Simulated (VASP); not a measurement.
# Pb (Fm-3m) in VASP: further runs

Aim: see how the results for Pb move with the level of theory and the settings. Levels: RPBE+D4, LDA. Tasks: single point.

All numbers are computed with VASP 6.6.1; they aren't measurements. Logs are shortened: lines on timing, memory, paths and dates and some standing lists are left out, and cuts for length are marked.

## (1) The cell of the first run

The structure is cubic, space group Fm-3m (No. 225). The conventional cell has a = 4.950 Å, b = 4.950 Å, c = 4.950 Å, α = 90.00°, β = 90.00°, γ = 90.00°. Pb (site symmetry m-3m) has 12 Pb at 3.50 Å within 4.6 Å.

## (2) Single point, RPBE+D4

The input, INCAR:

```
PREC = Accurate
ENCUT = 520
EDIFF = 1E-6
ISMEAR = -1
SIGMA = 0.05
LREAL = F
LASPH = T
NELM = 100
ALGO = Fast
ISIF = 2
LWAVE = F
LCHARG = F
GGA = RP
IVDW = 13
NBANDS = 13
```

The input, KPOINTS:

```
regular mesh
0
Gamma
  9 9 9
```

The input, POSCAR:

```
Pb
1.0
    0.0000000000      2.4750200000      2.4750200000
    2.4750200000      0.0000000000      2.4750200000
    2.4750200000      2.4750200000      0.0000000000
Pb
1
Direct
    0.0000000000      0.0000000000      0.0000000000
```

Potentials or basis: VASP PAW PBE potentials, release 64 (Pb_d).

On the command line:

```bash
> cat potpaw_PBE.64/Pb_d/POTCAR > POTCAR
> mpirun -np 1 vasp_std > vasp.out
```

OUTCAR:

```text
PREC = Accurate
   ENCUT = 520
   EDIFF = 1E-6
   ISMEAR = -1
   LREAL = F
   LASPH = T
   NELM = 100
   ISIF = 2
   GGA = RP
   IVDW = 13

 ion  position               nearest neighbor table
   1  0.000  0.000  0.000-

  LATTYP: Found a face centered cubic cell.
 ALAT       =     4.9500400000

  Lattice vectors:

 A1 = (   0.0000000000,   2.4750200000,   2.4750200000)
 A2 = (   2.4750200000,   0.0000000000,   2.4750200000)
 A3 = (   2.4750200000,   2.4750200000,   0.0000000000)

Analysis of symmetry for initial positions (statically):
=====================================================================
 Subroutine PRICEL returns:
 Original cell was already a primitive cell.

 Routine SETGRP: Setting up the symmetry group for a
 face centered cubic supercell.

 Subroutine GETGRP returns: Found 48 space group operations
 (whereof 48 operations were pure point group operations)
 out of a pool of 48 trial point group operations.

The static configuration has the point symmetry O_h .

Analysis of symmetry for dynamics (positions and initial velocities):
=====================================================================
 Subroutine PRICEL returns:
 Original cell was already a primitive cell.

 Routine SETGRP: Setting up the symmetry group for a
 face centered cubic supercell.

 Subroutine GETGRP returns: Found 48 space group operations
 (whereof 48 operations were pure point group operations)
 out of a pool of 48 trial point group operations.

The dynamic configuration has the point symmetry O_h .

 Subroutine INISYM returns: Found 48 space group operations
 (whereof 48 operations are pure point group operations),
 and found     1 'primitive' translations

----------------------------------------------------------------------------------------

                                     Primitive cell

  volume of cell :      30.3226

  direct lattice vectors                    reciprocal lattice vectors
     0.000000000  2.475020000  2.475020000    -0.202018570  0.202018570  0.202018570
     2.475020000  0.000000000  2.475020000     0.202018570 -0.202018570  0.202018570
     2.475020000  2.475020000  0.000000000     0.202018570  0.202018570 -0.202018570

  length of vectors
     3.500206851  3.500206851  3.500206851     0.349906427  0.349906427  0.349906427

  position of ions in fractional coordinates (direct lattice)
     0.000000000  0.000000000  0.000000000

  ion indices of the primitive-cell ions
   primitive index   ion index
                 1           1

----------------------------------------------------------------------------------------

 KPOINTS: regular mesh

Automatic generation of k-mesh.
 Grid dimensions read from file:
 generate k-points for:    9    9    9

 Generating k-lattice:

  Cartesian coordinates                     Fractional coordinates (reciprocal lattice)
    -0.022446508  0.022446508  0.022446508     0.111111111  0.000000000  0.000000000
     0.022446508 -0.022446508  0.022446508     0.000000000  0.111111111  0.000000000
     0.022446508  0.022446508 -0.022446508     0.000000000  0.000000000  0.111111111

  Length of vectors
     0.038878492  0.038878492  0.038878492

  Shift w.r.t. Gamma in fractional coordinates (k-lattice)
     0.000000000  0.000000000  0.000000000

 Subroutine IBZKPT returns following result:
 ===========================================

 Found     35 irreducible k-points:

 Following reciprocal coordinates:
            Coordinates               Weight
  0.000000  0.000000  0.000000      1.000000
  0.111111  0.000000  0.000000      8.000000
  0.222222  0.000000  0.000000      8.000000
  0.333333  0.000000  0.000000      8.000000
  0.444444  0.000000  0.000000      8.000000
  0.111111  0.111111  0.000000      6.000000
[... 16 lines left out ...]
 -0.333333  0.333333  0.000000     12.000000
  0.444444  0.444444  0.000000      6.000000
 [... further k-points ...]
   k-points           NKPTS =     35   k-points in BZ     NKDIM =     35   number of bands    NBANDS=     13
   number of dos      NEDOS =    301   number of ions     NIONS =      1
   total plane-waves  NPLWV =  21952
   dimension x,y,z NGX =    28 NGY =   28 NGZ =   28
   dimension x,y,z NGXF=    56 NGYF=   56 NGZF=   56
   ions per type =               1
   NGX,Y,Z   is equivalent  to a cutoff of  13.30, 13.30, 13.30 a.u.
   NGXF,Y,Z  is equivalent  to a cutoff of  26.60, 26.60, 26.60 a.u.
 SYSTEM =  unknown system
   PREC   = accura    normal or accurate (medium, high low for compatibility)
   ISTART =      0    job   : 0-new  1-cont  2-samecut
   ICHARG =      2    charge: 1-file 2-atom 10-const
   ISPIN  =      1    spin polarized calculation?
   LNONCOLLINEAR =      F non collinear calculations
   LSORBIT =      F    spin-orbit coupling
   LASPH  =      T    aspherical Exc in radial PAW
   ENCUT  =  520.0 eV  38.22 Ry    6.18 a.u.   6.51  6.51  6.51*2*pi/ulx,y,z
   NELM   =    100;   NELMIN=  2; NELMDL= -5     # of ELM steps
   EDIFF  = 0.1E-05   stopping-criterion for ELM
   LREAL  =      F    real-space projection
   EDIFFG = 0.1E-04   stopping-criterion for IOM
   NSW    =      0    number of steps for IOM
   IBRION =     -1    ionic relax: 0-MD 1-quasi-New 2-CG
   NFREE  =      0    steps in history (QN), initial steepest desc. (CG)
   ISIF   =      2    stress and relaxation
   ISYM   =      2    0-nonsym 1-usesym 2-fastsym
   POTIM  = 0.5000    time-step for ionic-motion
   TEBEG  =    0.0;   TEEND  =   0.0 temperature during run
   PSTRESS=    0.0 pullay stress
   NELECT =      14.0000    total number of electrons
   NUPDOWN=      -1.0000    fix difference up-down
   EMIN   =  10.00;   EMAX   =-10.00  energy-range for DOS
   EFERMI =   0.00;   METHOD = LEGACY
   ISMEAR =    -1;   SIGMA  =   0.05  broadening in eV -4-tet -1-fermi 0-gaus
   EFERMI_NEDOS =   21; number of points for ismear=-14 and -15
   IALGO  =     68    algorithm
   IMIX   =      4    mixing-type and parameters
     AMIX     =   0.40;   BMIX     =  1.00
     AMIX_MAG =   1.60;   BMIX_MAG =  1.00
  volume/ion in A,a.u.               =      30.32       204.63
  Fermi-wavevector in a.u.,A,eV,Ry     =   1.265306  2.391081 21.782907  1.600999
  Thomas-Fermi vector in A             =   2.398566
   LORBIT       =      0    0 simple, 1 ext, 2 COOP (PROOUT), +10 PAW based schemes
   GGA     = RP    functional components
   LHFCALC =     F    Hartree Fock is set to
   AEXX    =    0.0000 exact exchange contribution
   IVDW    =    13    specifies the selected vdW correction
   LEPSILON=     F    determine dielectric tensor
   LRPA    =     F    only Hartree local field effects (RPA)
 non-spin polarized calculation
 RMM-DIIS sequential band-by-band and
  energy-cutoff  :      520.00
  volume of cell :       30.32
 maximum number of plane-waves:       869
 NGX is ok and might be reduce to    28
   NGX = 13   NGY = 13   NGZ = 13

 number of electron      13.9999999 magnetization

 Free energy of the ion-electron system (eV)
  ---------------------------------------------------
  ext. energy  EPLUGINS =         0.00000000
  ---------------------------------------------------
  free energy    TOTEN  =        -3.16503677 eV

  energy without entropy =       -3.16193900  energy(sigma->0) =       -3.16348788

 E-fermi :   7.2696     XC(G=0): -10.0878

 val. band max:        7.0456144297   @ k =  -0.3333   0.3333   0.1111
 cond. band min:       7.2755956482   @ k =  -0.2222   0.3333   0.1111
 fundamental gap:      0.2299812186
 Fermi energy:         7.2695537394

 k-point     1 :       0.0000    0.0000    0.0000
  band No.  band energies     occupation
      1      -9.7351      2.00000
      2      -9.7351      2.00000
      3      -9.7351      2.00000
      4      -9.5968      2.00000
      5      -9.5968      2.00000
      6      -4.3380      2.00000
      7      14.8535      0.00000
      8      14.8535      0.00000
      9      14.8535      0.00000
     10      17.1351      0.00000
     11      18.7108      0.00000
     12      19.8781      0.00000
     13      19.8781      0.00000

 k-point     2 :       0.1111    0.0000    0.0000
  band No.  band energies     occupation
      1      -9.7356      2.00000
      2      -9.7188      2.00000
      3      -9.7188      2.00000
      4      -9.5968      2.00000
      5      -9.5968      2.00000
      6      -4.1000      2.00000
      7      12.4691      0.00000
      8      14.5698      0.00000
      9      14.5698      0.00000
     10      16.7462      0.00000
     11      19.6945      0.00000
     12      20.3850      0.00000
     13      20.3865      0.00000

 k-point     3 :       0.2222    0.0000    0.0000
  band No.  band energies     occupation
      1      -9.7406      2.00000
      2      -9.6996      2.00000
      3      -9.6996      2.00000
      4      -9.5742      2.00000
      5      -9.5742      2.00000
      6      -3.3880      2.00000
      7       8.9963      0.00000
      8      13.9687      0.00000
      9      13.9687      0.00000
     10      16.4031      0.00000
     11      19.2422      0.00000
     12      20.0085      0.00000
     13      20.0085      0.00000

 k-point     4 :       0.3333    0.0000    0.0000
  band No.  band energies     occupation
      1      -9.7516      2.00000
      2      -9.7092      2.00000
      3      -9.7092      2.00000
      4      -9.5157      2.00000
      5      -9.5157      2.00000
      6      -2.2457      2.00000
      7       5.8780      2.00000
      8      13.3957      0.00000
      9      13.3957      0.00000
     10      16.3090      0.00000
     11      17.9410      0.00000
     12      19.1102      0.00000
     13      19.1102      0.00000

 k-point     5 :       0.4444    0.0000    0.0000
  band No.  band energies     occupation
      1      -9.7615      2.00000
      2      -9.7225      2.00000
      3      -9.7225      2.00000
      4      -9.4697      2.00000
      5      -9.4697      2.00000
      6      -0.9794      2.00000
      7       3.6009      2.00000
      8      13.0576      0.00000
      9      13.0576      0.00000
     10      16.4900      0.00000
     11      17.0585      0.00000
     12      18.6530      0.00000
     13      18.6530      0.00000
[... 257 lines left out ...]
 k-point    22 :      -0.4444    0.3333    0.0000
  band No.  band energies     occupation
      1      -9.8256      2.00000
      2      -9.7248      2.00000
      3      -9.5374      2.00000
      4      -9.5164      2.00000
      5      -9.4570      2.00000
      6       0.4030      2.00000
      7       4.9746      2.00000
      8       6.9610      1.99583
      9      10.3019      0.00000
     10      13.8011      0.00000
     11      18.0265      0.00000
     12      23.5137      0.00000
     13      23.6358      0.00000

 k-point    23 :      -0.3333    0.3333    0.0000
  band No.  band energies     occupation
      1      -9.7896      2.00000
      2      -9.6332      2.00000
      3      -9.5865      2.00000
      4      -9.5650      2.00000
      5      -9.5007      2.00000
      6       0.2566      2.00000
      7       5.5942      2.00000
      8       5.8655      2.00000
      9      11.0845      0.00000
     10      14.2941      0.00000
     11      21.1441      0.00000
     12      22.7750      0.00000
     13      22.8102      0.00000

 k-point    24 :       0.4444    0.4444    0.0000
  band No.  band energies     occupation
      1      -9.8921      2.00000
      2      -9.8013      2.00000
      3      -9.4780      2.00000
      4      -9.4389      2.00000
      5      -9.4389      2.00000
      6       0.2637      2.00000
      7       4.6998      2.00000
      8       9.5729      0.00000
      9       9.5729      0.00000
     10      12.8560      0.00000
     11      14.0690      0.00000
     12      25.6581      0.00000
     13      27.3629      0.00000

 [... further k-points ...]

------------------------ aborting loop because EDIFF is reached ----------------------------------------

  DFT-D4 for vdW energy calculation

  Edisp (eV):   -0.72956

  FORCE on cell =-STRESS in cart. coord.  units (eV):
  Direction    XX          YY          ZZ          XY          YZ          ZX
  --------------------------------------------------------------------------------------
  -------------------------------------------------------------------------------------
  Total       0.05624     0.05624     0.05624    -0.00000    -0.00000     0.00000
  in kB       2.97176     2.97176     2.97176    -0.00000    -0.00000     0.00000
  external pressure =        2.97 kB  Pullay stress =        0.00 kB

 VOLUME and BASIS-vectors are now :
 -----------------------------------------------------------------------------
  energy-cutoff  :      520.00
  volume of cell :       30.32
      direct lattice vectors                 reciprocal lattice vectors
     0.000000000  2.475020000  2.475020000    -0.202018570  0.202018570  0.202018570
     2.475020000  0.000000000  2.475020000     0.202018570 -0.202018570  0.202018570
     2.475020000  2.475020000  0.000000000     0.202018570  0.202018570 -0.202018570

 POSITION                                       TOTAL-FORCE (eV/Angst)
 -----------------------------------------------------------------------------------
      0.00000      0.00000      0.00000        -0.000000      0.000000     -0.000000
 -----------------------------------------------------------------------------------
    total drift:                               -0.000000     -0.000000     -0.000000

  FREE ENERGIE OF THE ION-ELECTRON SYSTEM (eV)
  ---------------------------------------------------
  free  energy   TOTEN  =        -3.8946005797 eV

  energy  without entropy=       -3.8915028041  energy(sigma->0) =       -3.89305169
```

It took 26 s on 1 thread of AMD EPYC 7R13, shared host; peak memory 0.13 GiB.

Results:

| Item | Value |
| --- | --- |
| Free energy | -3.8946 eV |
| Pressure | 0.3 GPa |
| Band gap on the k mesh | zero (band 7 reaches 14.85 eV, above the bottom of band 8 at 5.87 eV) |
| Dispersion energy per atom | -0.730 eV |

Caveat: the PAW data sets were made with another functional, which shifts forces and pressure a little; spin-orbit coupling is left out, which moves the levels of the heavy elements; pairwise dispersion overbinds metals, which lowers pressure and volume.

(Continued in part 2 of 3.)
